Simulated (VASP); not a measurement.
Input of a VASP 6.6.1 run:

The input INCAR:

```
SYSTEM = BeRhS3
PREC = Accurate
ENCUT = 520
EDIFF = 1E-7
ISMEAR = 0
SIGMA = 0.1
LREAL = .False.
LASPH = .True.
NELM = 80
ALGO = Normal
ISIF = 2
LWAVE = .False.
LCHARG = .True.
GGA = PE
LELF = .True.
LVHAR = .True.
NBANDS = 26
```

The input KPOINTS:

```
Automatic mesh
0
Gamma
  12 12 10
  0 0 0
```

POSCAR

```
BeRhS3
1.0
    5.1376195987      0.0000000000      0.0000000000
   -2.5688097993      4.4493090875      0.0000000000
    0.0000000000      0.0000000000      4.2618452354
Be Rh S
1 1 3
Direct
    0.0000000000      0.0000000000      0.5000000000
    0.0000000000      0.0000000000      0.0000000000
    0.5000000000      0.0000000000      0.0000000000
    0.0000000000      0.5000000000      0.0000000000
    0.5000000000      0.5000000000      0.0000000000
```

Potentials or basis: VASP PAW PBE potentials, release 64 (Be, Rh_pv, S).

The run is started by

```console
$ cat potpaw_PBE.64/Be/POTCAR potpaw_PBE.64/Rh_pv/POTCAR potpaw_PBE.64/S/POTCAR > POTCAR
$ mpirun -np 1 vasp_std > vasp.out
```

Q: Estimate the band gap on the k mesh.

A: Zero (an odd number of electrons rules out a gap without spin polarisation).

Q: Estimate the pressure.

A: -0.1 GPa.

Stress tensor (GPa, compression positive):
```
-0.13  0.00  0.00
 0.00 -0.13  0.00
 0.00  0.00  0.05
```

Caveat: an odd number of electrons without spin polarisation forces a metal; a magnetic or distorted state may lie lower.
